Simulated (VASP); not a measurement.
Input of a VASP 6.6.1 run:

Contents of POSCAR:

```
BiB
1.0
    0.0000000000      2.7448744764      2.7448744764
    2.7448744764      0.0000000000      2.7448744764
    2.7448744764      2.7448744764      0.0000000000
B Bi
1 1
Direct
    0.0000000000      0.0000000000      0.0000000000
    0.2500000000      0.2500000000      0.2500000000
```

File INCAR.step1:

```
PREC     = Accurate       # precision mode
ENCUT    = 520            # plane-wave cutoff, eV
ISMEAR   = 0              # smearing method
SIGMA    = 0.01           # smearing width, eV
LREAL    = False          # projectors in reciprocal space
LASPH    = True           # aspherical terms in the spheres
NELM     = 80             # most SCF steps
NBANDS   = 16             # bands
GGA      = PE             # functional
ALGO     = Normal         # electronic algorithm
EDIFF    = 1E-4           # SCF threshold, eV
LWAVE    = True           # write WAVECAR
LCHARG   = False          # write CHGCAR
```

The input INCAR.step2:

```
PREC     = Accurate       # precision mode
ENCUT    = 520            # plane-wave cutoff, eV
EDIFF    = 1E-7           # SCF threshold, eV
ISMEAR   = 0              # smearing method
SIGMA    = 0.01           # smearing width, eV
LREAL    = False          # projectors in reciprocal space
LASPH    = True           # aspherical terms in the spheres
NELM     = 80             # most SCF steps
ALGO     = Normal         # electronic algorithm
ISIF     = 2              # what is computed and relaxed
LWAVE    = False          # write WAVECAR
LCHARG   = False          # write CHGCAR
METAGGA  = R2SCAN         # meta-GGA
LMIXTAU  = True         
NBANDS   = 16             # bands
ISTART   = 1
```

Contents of KPOINTS:

```
Automatic mesh
0
Gamma
  8 8 8
```

Potentials or basis: VASP PAW PBE potentials, release 64 (B, Bi_d).

Launch:

```console
$ cat potpaw_PBE.64/B/POTCAR potpaw_PBE.64/Bi_d/POTCAR > POTCAR
$ cp INCAR.step1 INCAR
$ mpirun -np 1 vasp_std > vasp.out
$ cp INCAR.step2 INCAR
$ mpirun -np 1 vasp_std > vasp.out
```

(1) Estimate the band gap on the k mesh.

(2) What does it give for the pressure?

## Answers

(1) 0.39 eV, direct.

(2) -0.1 GPa.

Caveat: the PAW data sets were made with another functional, which shifts forces and pressure a little; spin-orbit coupling is left out, which moves the levels of the heavy elements.
